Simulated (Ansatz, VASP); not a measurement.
**Ga2SnSe4 in VASP and in Ansatz**

```xyz
7
Lattice="-3.8308 3.8308 3.1467 3.8308 -3.8308 3.1467 3.8308 3.8308 -3.1467" Properties=species:S:1:pos:R:3 pbc="T T T"
Ga    3.8308    0.0000    0.0000
Ga    0.0000    3.8308    0.0000
Sn    3.8308   -3.8308    3.1467
Se    5.1605   -1.3297    1.5733
Se    2.5012    1.3297    1.5733
Se    1.3297    5.1605    1.5733
Se   -1.3297    2.5012    1.5733
```

Alike in both runs: task single point; functional PBE; k mesh 4 × 4 × 4; occupations gaussian, width 0.1 eV; no spin polarisation.

```csv
,VASP,Ansatz
version,VASP 6.6.1,Ansatz 0.2.0
potentials or method,"VASP PAW PBE potentials, release 64 (Ga_d, Sn_d, Se), cutoff 520 eV","scalar-relativistic, plane waves, PAW"
valence electrons in the cell,64,104
```

|  | VASP | Ansatz | Ansatz less VASP |
| --- | --- | --- | --- |
| gap on the k mesh at the Fermi level (eV) | 1.65 | 1.65 | +0.002 |
| least direct gap on the mesh (eV) | 1.87 | 1.87 | -0.001 |
| pressure (GPa) | 0.1 | 0.0 | -0.08 |
| rms of the force components (eV/Å) | 0.009 | 0.002 | -0.0062 |

Atom by atom the forces differ by 0.011 eV/Å (rms over components). VASP's potentials hold 64 valence electrons a cell and Ansatz's 104, so a difference there can come from the potentials and not from the codes.
